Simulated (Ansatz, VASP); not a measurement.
**Two plane-wave programs on As**

Contents of INCAR:

```
SYSTEM = As
PREC     = Accurate       ! precision mode
ENCUT    = 520            ! plane-wave cutoff, eV
EDIFF    = 1E-6           ! SCF threshold, eV
ISMEAR   = -1             ! smearing method
SIGMA    = 0.1            ! smearing width, eV
LREAL    = .FALSE.        ! projectors in reciprocal space
LASPH    = .TRUE.         ! aspherical terms in the spheres
NELM     = 100            ! most SCF steps
ALGO     = Normal         ! electronic algorithm
ISIF     = 2              ! what is computed and relaxed
LWAVE    = .FALSE.        ! write WAVECAR
LCHARG   = .FALSE.        ! write CHGCAR
GGA      = CA             ! functional
NBANDS   = 14             ! bands
```

File KPOINTS:

```
Automatic mesh
0
G
  9 9 13
  0 0 0
```

Contents of POSCAR:

```
As
1.0
    4.8143393787      0.0000000000      0.0000000000
   -2.4071696893      4.1693402044      0.0000000000
    0.0000000000      0.0000000000      2.8018321254
As
3
Direct
    1.0000000000      1.0000000000      0.0000000000
    0.3333333333      0.6666666667      0.5000000000
    0.6666666667      0.3333333333      0.5000000000
```

Input for Ansatz:

```yaml
crystal:
  lattice:
    - [4.8143393787, 0.0, 0.0]
    - [-2.4071696893, 4.1693402044, 0.0]
    - [0.0, 0.0, 2.8018321254]
  atoms:
    - { symbol: As, position: [1.0, 1.0, 0.0] }
    - { symbol: As, position: [0.3333333333, 0.6666666667, 0.5] }
    - { symbol: As, position: [0.6666666667, 0.3333333333, 0.5] }
hamiltonian:
  xc: lda
  pseudopotentials:
    kind: paw
    azcp:
      As: "pseudopotentials/As.paw.azcp"
basis:
  ecutwfc: 420
  fft_grid_basis: typed
kpoints:
  mp_grid: { grid: [9, 9, 13], shift: [0, 0, 0] }
magnetization:
  spin_polarized: false
scf:
  occupations: { method: fermi_dirac, width: 0.1 }
  lower_state_search: "off"
output:
  stress: true
```

Alike in both runs: task single point; functional LDA; k mesh 9 × 9 × 13; occupations fermi-dirac, width 0.1 eV; no spin polarisation.

|  | VASP | Ansatz |
| --- | --- | --- |
| version | VASP 6.6.1 | Ansatz 0.2.0 |
| potentials or method | VASP PAW LDA potentials, release 64 (As), cutoff 520 eV | plane waves (420 eV) with PAW, scalar-relativistic |
| valence electrons in the cell | 15 | 45 |

|  | VASP | Ansatz | Ansatz less VASP |
| --- | --- | --- | --- |
| pressure (GPa) | -2.9 | -3.1 | -0.22 |
| traceless stress, the component that is largest in VASP (GPa) | 1.46 | 1.40 | -0.064 |

Ansatz warns that its potentials were made for another functional, while VASP's fit it. LDA's correlation is that of Perdew and Zunger in VASP and of Perdew and Wang (1992) in Ansatz. VASP's potentials hold 15 valence electrons a cell and Ansatz's 45, so a difference there can come from the potentials and not from the codes.
